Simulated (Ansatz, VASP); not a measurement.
**Au in VASP and in Ansatz**

```
Au
1.0
     2.84077    0.00000    0.00000
    -1.42038    2.46018    0.00000
     0.00000    0.00000    4.73995
Au
2
Direct
  0.33333 0.66667 0.75000
  0.66667 0.33333 0.25000
```

Alike in both runs: task relaxation of cell and atoms; functional LDA; k mesh 18 × 18 × 10; occupations gaussian, width 0.1 eV; no spin polarisation.

|  | VASP | Ansatz |
| --- | --- | --- |
| version | VASP 6.6.1 | Ansatz 0.2.0 |
| potentials or method | VASP PAW LDA potentials, release 64 (Au), cutoff 600 eV | scalar-relativistic, plane waves, PAW |
| valence electrons in the cell | 22 | 38 |

```csv
,VASP,Ansatz,Ansatz less VASP
"gap on the k mesh at the Fermi level, each at its own relaxed structure (eV)",none,none,-
relaxed volume (Å³/atom),16.64,16.59,-0.049
relaxed cell length with the largest relative difference (Å),2.843,2.839,-0.0044
```

LDA's correlation is that of Perdew and Zunger in VASP and of Perdew and Wang (1992) in Ansatz. A gap of «none» marks a metal or a gap that the smearing closes. VASP's potentials hold 22 valence electrons a cell and Ansatz's 38, so a difference there can come from the potentials and not from the codes.

Neither program's run includes spin-orbit coupling.
